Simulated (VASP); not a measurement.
Cs4Sn, 5 atoms in the cell. It takes space group Pm-3m (No. 221, cubic). Conventional cell: a = 6.584 Å, b = 6.584 Å, c = 6.584 Å, α = 90.00°, β = 90.00°, γ = 90.00°. Cs (site symmetry m-3m) has 6 Cs at 3.29 Å within 4.3 Å. Within 4.3 Å of Cs (site symmetry 4/mmm) lie 2 Cs at 3.29 Å. 

| Item | Value |
| --- | --- |
| Program | VASP 6.6.1 |
| Task | single point |
| Functional | PBE |
| Potentials or basis | VASP PAW PBE potentials, release 64 (Cs_sv, Sn_d) |
| Cutoff | 520 eV |
| k mesh | 4 × 4 × 4 |
| Occupations | gaussian, width 0.1 eV |
| Spin | no spin polarisation |
| Dipole correction | no |
| Further INCAR settings | ALGO = Fast; EDIFF = 1e-06; NBANDS = 33 |

Potentials or basis: VASP PAW PBE potentials, release 64 (Cs_sv, Sn_d).

Launch:

```console
$ cat potpaw_PBE.64/Cs_sv/POTCAR potpaw_PBE.64/Sn_d/POTCAR > POTCAR
$ mpirun -np 1 vasp_std > vasp.out
```

Hardware: 1 thread of Intel(R) Xeon(R) Platinum 8488C (Sapphire Rapids), with other jobs on the host.

Problem. Estimate the wall time of this run.

Solution. Wall time 120 s on 1 thread of Intel(R) Xeon(R) Platinum 8488C (Sapphire Rapids), with other jobs on the host, peak memory 0.38 GiB. Counts: scf iterations 18, k points 10.
